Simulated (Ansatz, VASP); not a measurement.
# One calculation of Cd, two programs

```xyz
2
Lattice="3.0087 0.0000 0.0000 -1.5043 2.6056 0.0000 0.0000 0.0000 5.6177" Properties=species:S:1:pos:R:3 pbc="T T T"
Cd    0.0000    1.7371    1.4044
Cd    1.5043    0.8685    4.2132
```

Change from the starting cell: strain +0.0100 x Voigt [1, 1, 0, 0, 0, 0], atoms carried along.

Alike in both runs: task single point; functional PBE; k mesh 18 × 18 × 8; occupations gaussian, width 0.15 eV; no spin polarisation.

|  | VASP | Ansatz |
| --- | --- | --- |
| version | VASP 6.6.1 | Ansatz 0.2.0 |
| potentials or method | VASP PAW PBE potentials, release 64 (Cd), cutoff 520 eV | scalar-relativistic, plane waves, PAW |
| valence electrons in the cell | 24 | 40 |

```tsv
	VASP	Ansatz	Ansatz less VASP
gap on the k mesh at the Fermi level (eV)	none	none	-
pressure (GPa)	2.0	1.7	-0.34
traceless stress, the component that is largest in VASP (GPa)	-0.18	-0.05	+0.126
```

A gap of «none» marks a metal or a gap that the smearing closes. VASP's potentials hold 24 valence electrons a cell and Ansatz's 40, so a difference there can come from the potentials and not from the codes.
